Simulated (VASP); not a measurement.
# HC8F in VASP: further runs, part 2 of 2

VASP 6.6.1. The steps go on from the part before.

## (3) Single point, PBE+D3(BJ)

Input file INCAR:

```
SYSTEM = HC8F
  PREC = Accurate
  ENCUT = 520
  EDIFF = 1E-6
  ISMEAR = 0
  SIGMA = 0.1
  LREAL = .FALSE.
  LASPH = .TRUE.
  NELM = 100
  ALGO = Normal
  ISIF = 2
  LWAVE = .FALSE.
  LCHARG = .FALSE.
  LDIPOL = .TRUE.
  IDIPOL = 3
  DIPOL = 0.5 0.5 0.238
  GGA = PE
  IVDW = 12
  NBANDS = 31
```

Input file KPOINTS:

```
Automatic mesh
0
G
  6 6 1
  0 0 0
```

Input file POSCAR:

```
HC8F
1.0
    4.9313048826     -0.0000000001      0.0000000000
   -2.4656524413      4.2706353022      0.0000000000
    0.0000000000      0.0000000000     18.0000331944
C F H
8 1 1
Direct
    0.3333333333      0.1666666667      0.2222236565
    0.3333333333      0.6666666667      0.2222236565
    0.8333333333      0.1666666667      0.2222236565
    0.8333333333      0.6666666667      0.2222236565
    0.1666666667      0.3333333333      0.2222218124
    0.1666666667      0.8333333333      0.2222218124
    0.6666666667      0.3333333333      0.2222218124
    0.6666666667      0.8333333333      0.2222218124
    0.2689986429      0.2310013571      0.3022235090
    0.3976680237      0.1023319763      0.3022235090
```

Potentials or basis: VASP PAW PBE potentials, release 64 (C, F, H).

On the command line:

```bash
$ cat potpaw_PBE.64/C/POTCAR potpaw_PBE.64/F/POTCAR potpaw_PBE.64/H/POTCAR > POTCAR
$ mpirun -np 1 vasp_std > vasp.out
```

Run time: 3.2 min. Hardware: 1 thread of Intel Xeon 6975P-C (Granite Rapids), shared host; peak memory 0.57 GiB.

It converged, with:

- Free energy: -75.7090 eV
- Largest force: 13.667 eV/Å
- Band gap on the k mesh: 0.93 eV, direct
- Dispersion energy per atom: -0.081 eV

Forces in eV/Å, atoms in the order of the input:
```
C    1.566 -0.904 -5.988
C    0.234 -0.230 -0.587
C    0.316 -0.088 -0.587
C   -0.319  0.184 -0.075
C   -4.283  2.473 -5.751
C    0.195 -1.395 -0.897
C    1.305  0.528 -0.897
C    0.277 -0.160 -0.182
F    1.054 -0.609 13.613
H   -0.345  0.199  1.351
```

Levels at points of the mesh, in eV from the valence-band top:
```csv
k point,band 16,band 17,band 18,band 19,band 20,band 21,band 22,band 23,band 24,band 25
"(0.00, 0.00, 0.00)",-3.37,-3.33,-2.67,-2.09,-1.08,1.38,1.79,2.08,2.87,3.65
"(0.50, 0.00, 0.00)",-5.44,-5.07,-4.51,-2.41,-1.40,2.37,2.80,3.65,4.58,5.27
"(0.50, 0.50, 0.00)",-5.40,-5.14,-4.68,-2.70,-0.87,2.44,2.47,2.94,4.83,5.19
```

## (4) Single point, PBE+D3(BJ)

Input file INCAR:

```
PREC     = Accurate       # precision mode
ENCUT    = 520            # plane-wave cutoff, eV
EDIFF    = 1E-6           # SCF threshold, eV
ISMEAR   = 0              # smearing method
SIGMA    = 0.1            # smearing width, eV
LREAL    = F              # projectors in reciprocal space
LASPH    = T              # aspherical terms in the spheres
NELM     = 80             # most SCF steps
ALGO     = Normal         # electronic algorithm
ISIF     = 2              # what is computed and relaxed
LWAVE    = F              # write WAVECAR
LCHARG   = T              # write CHGCAR
LDIPOL   = T            
IDIPOL   = 3            
DIPOL    = 0.5 0.5 0.242
GGA      = PE             # functional
IVDW     = 12             # dispersion correction
LELF     = T              # ELF
LVHAR    = T            
LVACPOTAV= T            
NBANDS   = 31             # bands
```

Input file KPOINTS:

```
regular mesh
0
Gamma
  6 6 1
```

Changes to POSCAR since step 3:

```diff
@@ -16,3 +16,3 @@
     0.6666666667      0.8333333333      0.2222218124
-    0.2689986429      0.2310013571      0.3022235090
-    0.3976680237      0.1023319763      0.3022235090
+    0.2689986429      0.2310013571      0.3200012540
+    0.3976680237      0.1023319763      0.3200012540
```

On the command line:

```bash
$ cat potpaw_PBE.64/C/POTCAR potpaw_PBE.64/F/POTCAR potpaw_PBE.64/H/POTCAR > POTCAR
$ mpirun -np 1 vasp_std > vasp.out
```

It took 3.2 min on 1 thread of Intel Xeon 6975P-C (Granite Rapids), shared host; peak memory 0.57 GiB.

Results (log left out):

```yaml
Free_energy: -79.3065 eV
Largest_force: 8.399 eV/Å
Band_gap_on_the_k_mesh: 0.45 eV, direct
Dispersion_energy_per_atom: -0.082 eV
```

Forces in eV/Å, atoms in the order of the input:
```
C    0.927 -0.535 -3.490
C    0.200 -0.311 -0.270
C    0.369 -0.017 -0.270
C   -0.093  0.053 -0.005
C   -1.650  0.953 -2.668
C   -0.112 -0.337 -0.608
C    0.236  0.266 -0.608
C    0.106 -0.061  0.000
F    3.402 -1.964  7.423
H   -3.384  1.954  0.496
```

Levels at points of the mesh, in eV from the valence-band top:
```csv
k point,band 16,band 17,band 18,band 19,band 20,band 21,band 22,band 23,band 24,band 25
"(0.00, 0.00, 0.00)",-3.11,-3.10,-2.50,-2.21,-1.41,1.31,1.82,1.84,2.40,3.90
"(0.50, 0.00, 0.00)",-5.26,-5.01,-4.48,-2.54,-1.90,2.44,2.81,3.14,4.93,5.81
"(0.50, 0.50, 0.00)",-5.13,-5.01,-4.65,-2.64,-1.57,2.50,2.67,2.94,5.18,5.67
```

## (5) Single point, PBE+D3(BJ)

Input file INCAR:

```
SYSTEM = HC8F
ALGO = Normal
DIPOL = 0.5 0.5 0.235
EDIFF = 1E-7
ENCUT = 520
GGA = PE
IDIPOL = 3
ISIF = 2
ISMEAR = 0
IVDW = 12
LASPH = .True.
LCHARG = .False.
LDIPOL = .True.
LREAL = .False.
LWAVE = .False.
NBANDS = 31
NELM = 100
PREC = Accurate
SIGMA = 0.1
```

Input file KPOINTS:

```
k-points
0
Gamma
  6 6 1
  0 0 0
```

Changes to POSCAR since step 4:

```diff
@@ -16,3 +16,3 @@
     0.6666666667      0.8333333333      0.2222218124
-    0.2689986429      0.2310013571      0.3200012540
-    0.3976680237      0.1023319763      0.3200012540
+    0.2788917846      0.2211082154      0.2844457640
+    0.3877748821      0.1122251179      0.2844457640
```

On the command line:

```bash
$ cat potpaw_PBE.64/C/POTCAR potpaw_PBE.64/F/POTCAR potpaw_PBE.64/H/POTCAR > POTCAR
$ mpirun -np 1 vasp_std > vasp.out
```

It took 4.2 min on 1 thread of Intel Xeon 6975P-C (Granite Rapids), shared host; peak memory 0.58 GiB.

It converged, with:

| Property | Result |
| --- | --- |
| Free energy | -67.7559 eV |
| Largest force | 30.629 eV/Å |
| Band gap on the k mesh | 1.24 eV, direct |
| Dispersion energy per atom | -0.080 eV |

Forces in eV/Å, atoms in the order of the input:
```
C     2.719  -1.570 -19.238
C     0.209  -0.149  -0.841
C     0.234  -0.106  -0.841
C    -0.487   0.281  -0.020
C    -9.446   5.453 -11.226
C     0.884  -3.512  -1.646
C     3.483   0.991  -1.646
C     0.318  -0.183  -0.346
F    -6.936   4.005  29.563
H     9.024  -5.210   6.242
```

Levels at points of the mesh, in eV from the valence-band top:
| k point | band 16 | band 17 | band 18 | band 19 | band 20 | band 21 | band 22 | band 23 | band 24 | band 25 |
| --- | --- | --- | --- | --- | --- | --- | --- | --- | --- | --- |
| (0.00, 0.00, 0.00) | -3.87 | -3.76 | -2.99 | -2.21 | -1.06 | 1.47 | 1.54 | 1.89 | 3.08 | 3.41 |
| (0.50, 0.00, 0.00) | -5.82 | -5.33 | -4.67 | -2.54 | -1.19 | 2.55 | 3.06 | 3.85 | 4.24 | 4.86 |
| (0.50, 0.50, 0.00) | -5.72 | -5.45 | -4.89 | -2.98 | -0.36 | 2.03 | 3.15 | 3.28 | 4.02 | 4.82 |

## (6) Single point, PBE+D3(BJ)

Input file INCAR:

```
SYSTEM = HC8F
  PREC = Accurate
  ENCUT = 520
  EDIFF = 1E-6
  ISMEAR = 0
  SIGMA = 0.1
  LREAL = .FALSE.
  LASPH = .TRUE.
  NELM = 100
  ALGO = Normal
  ISIF = 2
  LWAVE = .FALSE.
  LCHARG = .TRUE.
  LDIPOL = .TRUE.
  IDIPOL = 3
  DIPOL = 0.5 0.5 0.242
  GGA = PE
  IVDW = 12
  LELF = .TRUE.
  LVHAR = .TRUE.
  LVACPOTAV = .TRUE.
  NBANDS = 31
```

Input file KPOINTS:

```
regular mesh
0
G
  6 6 1
  0 0 0
```

Changes to POSCAR since step 5:

```diff
@@ -16,3 +16,3 @@
     0.6666666667      0.8333333333      0.2222218124
-    0.2788917846      0.2211082154      0.2844457640
-    0.3877748821      0.1122251179      0.2844457640
+    0.2788917846      0.2211082154      0.3200012540
+    0.3877748821      0.1122251179      0.3200012540
```

Potentials or basis: VASP PAW PBE potentials, release 64 (C, F, H).

On the command line:

```bash
$ cat potpaw_PBE.64/C/POTCAR potpaw_PBE.64/F/POTCAR potpaw_PBE.64/H/POTCAR > POTCAR
$ mpirun -np 1 vasp_std > vasp.out
```

OUTCAR:

```text
SYSTEM = HC8F
   PREC = Accurate
   ENCUT = 520
   EDIFF = 1E-6
   ISMEAR = 0
   LREAL = .FALSE.
   LASPH = .TRUE.
   NELM = 100
   ISIF = 2
   GGA = PE
   IVDW = 12
 IVDW          = 12

 ion  position               nearest neighbor table
   1  0.333  0.167  0.222-   5 1.42   7 1.42   6 1.42   9 1.82
   2  0.333  0.667  0.222-   6 1.42   8 1.42   5 1.42
   3  0.833  0.167  0.222-   7 1.42   5 1.42   8 1.42
   4  0.833  0.667  0.222-   8 1.42   6 1.42   7 1.42
   5  0.167  0.333  0.222-   1 1.42   3 1.42   2 1.42
   6  0.167  0.833  0.222-   2 1.42   4 1.42   1 1.42
[... 661 lines left out ...]
  external pressure =       27.67 kB  Pullay stress =        0.00 kB

 VOLUME and BASIS-vectors are now :
 -----------------------------------------------------------------------------
  energy-cutoff  :      520.00
  volume of cell :      379.08
      direct lattice vectors                 reciprocal lattice vectors
     4.931304883 -0.000000000  0.000000000     0.202786083  0.117078599  0.000000000
    -2.465652441  4.270635302  0.000000000     0.000000000  0.234157199  0.000000000
     0.000000000  0.000000000 18.000033194     0.000000000  0.000000000  0.055555453

 POSITION                                       TOTAL-FORCE (eV/Angst)
 -----------------------------------------------------------------------------------
      1.23283      0.71177      4.00003         0.757390     -0.437279     -3.945822
     -0.00000      2.84709      4.00003         0.179362     -0.352815     -0.209743
      3.69848      0.71177      4.00003         0.395228      0.021076     -0.209743
      2.46565      2.84709      4.00003        -0.074349      0.042926     -0.015476
      0.00000      1.42355      4.00000        -1.602136      0.924994     -2.723696
     -1.23283      3.55886      4.00000        -0.104678     -0.323960     -0.708579
      2.46565      1.42355      4.00000         0.228218      0.252634     -0.708579
      1.23283      3.55886      4.00000         0.089186     -0.051492      0.035666
      0.83012      0.94427      5.76003        -0.794962      0.458971      7.701460
      1.63553      0.47927      5.76003         0.926741     -0.535054      0.784513
 -----------------------------------------------------------------------------------
    total drift:                                0.000288     -0.000166      0.000295

  FREE ENERGIE OF THE ION-ELECTRON SYSTEM (eV)
  ---------------------------------------------------
  free  energy   TOTEN  =       -79.6588906589 eV

  energy  without entropy=      -79.6588414389  energy(sigma->0) =      -79.65886605

 vacuum level on the upper side and lower side of the slab         1.506         2.263
```

stdout:

```text
POSCAR found type information on POSCAR C F H
 POSCAR found :  3 types and      10 ions
 scaLAPACK will be used
 LDA part: xc-table for (Slater+PW92), standard interpolation
 POSCAR, INCAR and KPOINTS ok, starting setup
 FFT: planning ... GRIDC
 FFT: planning ... GRID_SOFT
 FFT: planning ... GRID
 WAVECAR not read
 entering main loop
 -----------------------------------------------------------------------------
|                                                                             |
|           W    W    AA    RRRRR   N    N  II  N    N   GGGG   !!!           |
|           W    W   A  A   R    R  NN   N  II  NN   N  G    G  !!!           |
|           W    W  A    A  R    R  N N  N  II  N N  N  G       !!!           |
|           W WW W  AAAAAA  RRRRR   N  N N  II  N  N N  G  GGG   !            |
|           WW  WW  A    A  R   R   N   NN  II  N   NN  G    G                |
|           W    W  A    A  R    R  N    N  II  N    N   GGGG   !!!           |
|                                                                             |
|     Did not find any points to average over, which means that no vacuum     |
|     field-free region was found. Please increase the size of  your cell     |
|     in the dimension of the dipole correction to obtain accurate            |
|     workfunction values.                                                    |
|                                                                             |
 -----------------------------------------------------------------------------
```

Run time: 3.5 min. Hardware: 1 thread of Intel Xeon 6975P-C (Granite Rapids), shared host; peak memory 0.58 GiB.

Results:

```
Free energy                : -79.6589 eV
Largest force              : 7.756 eV/Å
Band gap on the k mesh     : 0.44 eV, direct
Dispersion energy per atom : -0.082 eV
```

Forces on the atoms (eV/Å):
```
C    0.757 -0.437 -3.946
C    0.179 -0.353 -0.210
C    0.395  0.021 -0.210
C   -0.074  0.043 -0.015
C   -1.602  0.925 -2.724
C   -0.105 -0.324 -0.709
C    0.228  0.253 -0.709
C    0.089 -0.051  0.036
F   -0.795  0.459  7.701
H    0.927 -0.535  0.785
```
